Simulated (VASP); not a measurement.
# Si in VASP: a series of runs

Si is run at these levels: PBE; tasks: single point.

All numbers are computed with VASP 6.6.1; they aren't measurements. Logs are shortened: lines on timing, memory, paths and dates and some standing lists are left out, and cuts for length are marked.

## 1. The cell of the first run

The cell holds a wire with vacuum, 10 atoms: a = 23.500 Å, b = 9.800 Å, c = 3.845 Å, α = 90.00°, β = 90.00°, γ = 90.00°.

## 2. Single point, PBE

Contents of INCAR:

```
SYSTEM = Si
  PREC = Accurate
  ENCUT = 520
  EDIFF = 1E-7
  ISMEAR = 0
  SIGMA = 0.05
  LREAL = .False.
  LASPH = .True.
  NELM = 100
  ALGO = Normal
  ISIF = 2
  LWAVE = .False.
  LCHARG = .False.
  GGA = PE
  NBANDS = 31
```

Contents of KPOINTS:

```
Automatic mesh
0
Gamma
  1 1 23
  0 0 0.5
```

Contents of POSCAR:

```
Si
1.0
   23.5000000000      0.0000000000      0.0000000000
    0.0000000000      9.8000000000      0.0000000000
    0.0000000000      0.0000000000      3.8448215833
Si
10
Direct
    0.2351112074      0.4709591526      0.5000000000
    0.3810787831      0.4678586840      0.0000000000
    0.5245330621      0.4829329459      0.5000000000
    0.6686416594      0.4999603289      0.0000000000
    0.8100598242      0.4548012812      0.5000000000
    0.1899401758      0.5451987188      0.0000000000
    0.3313583406      0.5000396711      0.5000000000
    0.4754669379      0.5170670541      0.0000000000
    0.6189212169      0.5321413160      0.5000000000
    0.7648887926      0.5290408474      0.0000000000
```

Potentials or basis: VASP PAW PBE potentials, release 64 (Si).

Command:

```bash
$ cat potpaw_PBE.64/Si/POTCAR > POTCAR
$ mpirun -np 1 vasp_std > vasp.out
```

OUTCAR:

```text
SYSTEM = Si
   PREC = Accurate
   ENCUT = 520
   EDIFF = 1E-7
   ISMEAR = 0
   LREAL = .False.
   LASPH = .True.
   NELM = 100
   ISIF = 2
   GGA = PE

 ion  position               nearest neighbor table
   1  0.235  0.471  0.500-   7 2.28   6 2.31   6 2.31
   2  0.381  0.468  0.000-   8 2.27   7 2.27   7 2.27
   3  0.525  0.483  0.500-   8 2.27   8 2.27   9 2.27
   4  0.669  0.500  0.000-   9 2.27   9 2.27  10 2.28
   5  0.810  0.455  0.500-  10 2.31  10 2.31
   6  0.190  0.545  0.000-   1 2.31   1 2.31
   7  0.331  0.500  0.500-   2 2.27   2 2.27   1 2.28
   8  0.475  0.517  0.000-   3 2.27   3 2.27   2 2.27
   9  0.619  0.532  0.500-   3 2.27   4 2.27   4 2.27
  10  0.765  0.529  0.000-   4 2.28   5 2.31   5 2.31

  LATTYP: Found a simple orthorhombic cell.
 ALAT       =     3.8448215833
 B/A-ratio  =     2.5488829033
 C/A-ratio  =     6.1121171661

  Lattice vectors:

 A1 = (   0.0000000000,   0.0000000000,  -3.8448215833)
 A2 = (   0.0000000000,   9.8000000000,   0.0000000000)
 A3 = (  23.5000000000,   0.0000000000,   0.0000000000)

Analysis of symmetry for initial positions (statically):
=====================================================================
 Subroutine PRICEL returns:
 Original cell was already a primitive cell.

 Routine SETGRP: Setting up the symmetry group for a
 simple orthorhombic supercell.

 Subroutine GETGRP returns: Found  4 space group operations
 (whereof  2 operations were pure point group operations)
 out of a pool of  8 trial point group operations.

The static configuration has the point symmetry C_1h.
 The point group associated with its full space group is C_2h.

Analysis of symmetry for dynamics (positions and initial velocities):
=====================================================================
 Subroutine PRICEL returns:
 Original cell was already a primitive cell.

 Routine SETGRP: Setting up the symmetry group for a
 simple orthorhombic supercell.

 Subroutine GETGRP returns: Found  4 space group operations
 (whereof  2 operations were pure point group operations)
 out of a pool of  8 trial point group operations.

The dynamic configuration has the point symmetry C_1h.
 The point group associated with its full space group is C_2h.

 Subroutine INISYM returns: Found  4 space group operations
 (whereof  2 operations are pure point group operations),
 and found     1 'primitive' translations

----------------------------------------------------------------------------------------

                                     Primitive cell

  volume of cell :     885.4624

  direct lattice vectors                    reciprocal lattice vectors
    23.500000000  0.000000000  0.000000000     0.042553191  0.000000000  0.000000000
     0.000000000  9.800000000  0.000000000     0.000000000  0.102040816  0.000000000
     0.000000000  0.000000000  3.844821583     0.000000000  0.000000000  0.260090092

  length of vectors
    23.500000000  9.800000000  3.844821583     0.042553191  0.102040816  0.260090092

  position of ions in fractional coordinates (direct lattice)
     0.235111207  0.470959153  0.500000000
     0.381078783  0.467858684  0.000000000
     0.524533062  0.482932946  0.500000000
     0.668641659  0.499960329  0.000000000
     0.810059824  0.454801281  0.500000000
     0.189940176  0.545198719  0.000000000
     0.331358341  0.500039671  0.500000000
     0.475466938  0.517067054  0.000000000
     0.618921217  0.532141316  0.500000000
     0.764888793  0.529040847  0.000000000

  ion indices of the primitive-cell ions
   primitive index   ion index
                 1           1
                 2           2
                 3           3
                 4           4
                 5           5
                 6           6
                 7           7
                 8           8
                 9           9
                10          10

----------------------------------------------------------------------------------------

 KPOINTS: Automatic mesh

Automatic generation of k-mesh.
 Grid dimensions read from file:
 generate k-points for:    1    1   23

 Generating k-lattice:

  Cartesian coordinates                     Fractional coordinates (reciprocal lattice)
     0.042553191  0.000000000  0.000000000     1.000000000  0.000000000  0.000000000
     0.000000000  0.102040816  0.000000000     0.000000000  1.000000000  0.000000000
     0.000000000  0.000000000  0.011308265     0.000000000  0.000000000  0.043478261

  Length of vectors
     0.042553191  0.102040816  0.011308265

  Shift w.r.t. Gamma in fractional coordinates (k-lattice)
     0.000000000  0.000000000  0.500000000

 Subroutine IBZKPT returns following result:
 ===========================================

 Found     12 irreducible k-points:

 Following reciprocal coordinates:
            Coordinates               Weight
  0.000000  0.000000  0.021739      2.000000
  0.000000  0.000000  0.065217      2.000000
  0.000000  0.000000  0.108696      2.000000
  0.000000  0.000000  0.152174      2.000000
  0.000000  0.000000  0.195652      2.000000
  0.000000  0.000000  0.239130      2.000000
  0.000000  0.000000  0.282609      2.000000
  0.000000  0.000000  0.326087      2.000000
  0.000000  0.000000  0.369565      2.000000
  0.000000  0.000000  0.413043      2.000000
  0.000000  0.000000  0.456522      2.000000
  0.000000  0.000000  0.500000      1.000000
   k-points           NKPTS =     12   k-points in BZ     NKDIM =     12   number of bands    NBANDS=     31
   number of dos      NEDOS =    301   number of ions     NIONS =     10
   total plane-waves  NPLWV = 432000
   dimension x,y,z NGX =   180 NGY =   80 NGZ =   30
   dimension x,y,z NGXF=   360 NGYF=  160 NGZF=   60
   ions per type =              10
   NGX,Y,Z   is equivalent  to a cutoff of  12.73, 13.57, 12.97 a.u.
   NGXF,Y,Z  is equivalent  to a cutoff of  25.47, 27.14, 25.94 a.u.
 SYSTEM =  Si
   PREC   = accura    normal or accurate (medium, high low for compatibility)
   ISTART =      0    job   : 0-new  1-cont  2-samecut
   ICHARG =      2    charge: 1-file 2-atom 10-const
   ISPIN  =      1    spin polarized calculation?
   LNONCOLLINEAR =      F non collinear calculations
   LSORBIT =      F    spin-orbit coupling
   LASPH  =      T    aspherical Exc in radial PAW
   ENCUT  =  520.0 eV  38.22 Ry    6.18 a.u.  43.69 18.22  7.15*2*pi/ulx,y,z
   NELM   =    100;   NELMIN=  2; NELMDL= -5     # of ELM steps
   EDIFF  = 0.1E-06   stopping-criterion for ELM
   LREAL  =      F    real-space projection
   EDIFFG = 0.1E-05   stopping-criterion for IOM
   NSW    =      0    number of steps for IOM
   IBRION =     -1    ionic relax: 0-MD 1-quasi-New 2-CG
   NFREE  =      0    steps in history (QN), initial steepest desc. (CG)
   ISIF   =      2    stress and relaxation
   ISYM   =      2    0-nonsym 1-usesym 2-fastsym
   POTIM  = 0.5000    time-step for ionic-motion
   TEBEG  =    0.0;   TEEND  =   0.0 temperature during run
   PSTRESS=    0.0 pullay stress
   NELECT =      40.0000    total number of electrons
   NUPDOWN=      -1.0000    fix difference up-down
   EMIN   =  10.00;   EMAX   =-10.00  energy-range for DOS
   EFERMI =   0.00;   METHOD = LEGACY
   ISMEAR =     0;   SIGMA  =   0.05  broadening in eV -4-tet -1-fermi 0-gaus
   EFERMI_NEDOS =   21; number of points for ismear=-14 and -15
   IALGO  =     38    algorithm
   IMIX   =      4    mixing-type and parameters
     AMIX     =   0.40;   BMIX     =  1.00
     AMIX_MAG =   1.60;   BMIX_MAG =  1.00
  volume/ion in A,a.u.               =      88.55       597.54
  Fermi-wavevector in a.u.,A,eV,Ry     =   0.583049  1.101802  4.625242  0.339946
  Thomas-Fermi vector in A             =   1.628195
   LORBIT       =      0    0 simple, 1 ext, 2 COOP (PROOUT), +10 PAW based schemes
   GGA     = PE    functional components
   LHFCALC =     F    Hartree Fock is set to
   AEXX    =    0.0000 exact exchange contribution
   IVDW    =     0    specifies the selected vdW correction
   LEPSILON=     F    determine dielectric tensor
   LRPA    =     F    only Hartree local field effects (RPA)
 non-spin polarized calculation
 Gauss-broadening in eV      SIGMA  =   0.05
  energy-cutoff  :      520.00
  volume of cell :      885.46
 maximum number of plane-waves:     23910
 NGX is ok and might be reduce to   180
   NGX = 87   NGY = 37   NGZ = 15

 number of electron      39.9999999 magnetization

 Free energy of the ion-electron system (eV)
  ---------------------------------------------------
  ext. energy  EPLUGINS =         0.00000000
  ---------------------------------------------------
  free energy    TOTEN  =       -45.06444353 eV

  energy without entropy =      -45.05510407  energy(sigma->0) =      -45.05977380

 E-fermi :  -2.5214     XC(G=0):  -3.4165

 val. band max:       -2.5300552370   @ k =   0.0000   0.0000   0.1087
 cond. band min:      -2.4965180399   @ k =   0.0000   0.0000   0.1087
 fundamental gap:      0.0335371972
 Fermi energy:        -2.5214197458

 k-point     1 :       0.0000    0.0000    0.0217
  band No.  band energies     occupation
      1     -13.2167      2.00000
      2     -12.8105      2.00000
      3     -12.2873      2.00000
      4     -11.6485      2.00000
      5     -11.2157      2.00000
      6      -8.9318      2.00000
[... 23 lines left out ...]
     30       0.4905      0.00000
     31       0.5617      0.00000

 k-point     2 :       0.0000    0.0000    0.0652
  band No.  band energies     occupation
      1     -13.1834      2.00000
      2     -12.7775      2.00000
      3     -12.2546      2.00000
      4     -11.6155      2.00000
      5     -11.1802      2.00000
      6      -8.9332      2.00000
[... 332 lines left out ...]
 k-point    12 :       0.0000    0.0000    0.5000
  band No.  band energies     occupation
      1     -11.2266      2.00000
      2     -11.2266      2.00000
      3     -10.9966      2.00000
      4     -10.9966      2.00000
      5      -9.5206      2.00000
      6      -9.5206      2.00000
[... 23 lines left out ...]
     30       0.9410      0.00000
     31       2.2656      0.00000

------------------------ aborting loop because EDIFF is reached ----------------------------------------

  FORCE on cell =-STRESS in cart. coord.  units (eV):
  Direction    XX          YY          ZZ          XY          YZ          ZX
  --------------------------------------------------------------------------------------
  -------------------------------------------------------------------------------------
  Total       -0.1196902      0.0425757     -0.0785114      0.0243813      0.0000000      0.0000000
  in kB       -0.2165704      0.0770376     -0.1420605      0.0441162      0.0000000      0.0000000
  external PRESSURE =      -0.0938645 kB  Pullay stress =       0.0000000 kB

 VOLUME and BASIS-vectors are now :
 -----------------------------------------------------------------------------
  energy-cutoff  :      520.00
  volume of cell :      885.46
      direct lattice vectors                 reciprocal lattice vectors
    23.500000000  0.000000000  0.000000000     0.042553191  0.000000000  0.000000000
     0.000000000  9.800000000  0.000000000     0.000000000  0.102040816  0.000000000
     0.000000000  0.000000000  3.844821583     0.000000000  0.000000000  0.260090092

 POSITION                                       TOTAL-FORCE (eV/Angst)
 -----------------------------------------------------------------------------------
      5.52511      4.61540      1.92241        -0.013381      0.014851      0.000000
      8.95535      4.58502      0.00000         0.001059      0.001212      0.000000
     12.32653      4.73274      1.92241         0.001100      0.001284      0.000000
     15.71308      4.89961      0.00000         0.004828      0.001729      0.000000
     19.03641      4.45705      1.92241        -0.020646      0.013683      0.000000
      4.46359      5.34295      0.00000         0.020646     -0.013683      0.000000
      7.78692      4.90039      1.92241        -0.004828     -0.001729      0.000000
     11.17347      5.06726      0.00000        -0.001100     -0.001284      0.000000
     14.54465      5.21498      1.92241        -0.001059     -0.001212      0.000000
     17.97489      5.18460      0.00000         0.013381     -0.014851      0.000000
 -----------------------------------------------------------------------------------
    total drift:                                0.000000      0.000000     -0.000000

  FREE ENERGIE OF THE ION-ELECTRON SYSTEM (eV)
  ---------------------------------------------------
  free  energy   TOTEN  =       -45.0644435275 eV

  energy  without entropy=      -45.0551040673  energy(sigma->0) =      -45.05977380
```

Wall time 9.1 min (1 thread of Intel Xeon Platinum 8488C (Sapphire Rapids), shared host); peak memory 0.93 GiB.

Results:

```yaml
Free_energy: -45.0644 eV
Largest_force: 0.025 eV/Å
Band_gap_on_the_k_mesh: 0.03 eV, direct
```

Forces on the atoms (eV/Å):
```
Si  -0.013  0.015  0.000
Si   0.001  0.001  0.000
Si   0.001  0.001  0.000
Si   0.005  0.002  0.000
Si  -0.021  0.014  0.000
Si   0.021 -0.014  0.000
Si  -0.005 -0.002  0.000
Si  -0.001 -0.001  0.000
Si  -0.001 -0.001  0.000
Si   0.013 -0.015  0.000
```

## 3. Single point, PBE

This run uses another cell than the first one, of 89.10 Å³/atom, 1.006 times its volume.

Contents of INCAR:

```
SYSTEM = Si
PREC = Accurate
ENCUT = 520
EDIFF = 1E-7
ISMEAR = 0
SIGMA = 0.05
LREAL = .False.
LASPH = .True.
NELM = 60
ALGO = Normal
ISIF = 2
LWAVE = .False.
LCHARG = .False.
GGA = PE
NBANDS = 31
```

Contents of KPOINTS:

```
regular mesh
0
Gamma
  1 1 23
  0 0 0
```

Contents of POSCAR:

```
Si
1.0
   23.5000000000      0.0000000000      0.0000000000
    0.0000000000      9.8000000000      0.0000000000
    0.0000000000      0.0000000000      3.8688113044
Si
10
Direct
    0.2386143433      0.4769415615      0.5000000000
    0.3811883379      0.4769415615      0.0000000000
    0.5237623324      0.4769415615      0.5000000000
    0.6663363270      0.4769415615      0.0000000000
    0.8089103215      0.4769415615      0.5000000000
    0.1910896785      0.5230584385      0.0000000000
    0.3336636730      0.5230584385      0.5000000000
    0.4762376676      0.5230584385      0.0000000000
    0.6188116621      0.5230584385      0.5000000000
    0.7613856567      0.5230584385      0.0000000000
```

Potentials or basis: VASP PAW PBE potentials, release 64 (Si).

Command:

```bash
$ cat potpaw_PBE.64/Si/POTCAR > POTCAR
$ mpirun -np 1 vasp_std > vasp.out
```

Wall time 12 min (1 thread of Intel Xeon Platinum 8488C (Sapphire Rapids), shared host); peak memory 0.9 GiB.

It converged, with:

```
Free energy            : -45.0060 eV
Largest force          : 0.424 eV/Å
Band gap on the k mesh : zero (band 20 reaches -2.51 eV, above the bottom of band 21 at -2.55 eV)
```

Forces on the atoms (eV/Å):
```
Si   0.253 -0.150  0.000
Si   0.030  0.073  0.000
Si  -0.021  0.043  0.000
Si  -0.065  0.081  0.000
Si   0.390 -0.165  0.000
Si  -0.390  0.165  0.000
Si   0.065 -0.081  0.000
Si   0.021 -0.043  0.000
Si  -0.030 -0.073  0.000
Si  -0.253  0.150  0.000
```

Levels at points of the mesh, in eV from the Fermi level:
```
           k point  band 18  band 19  band 20  band 21  band 22  band 23
(0.00, 0.00, 0.00)    -1.03    -0.93    -0.14     0.20     1.29     1.46
```
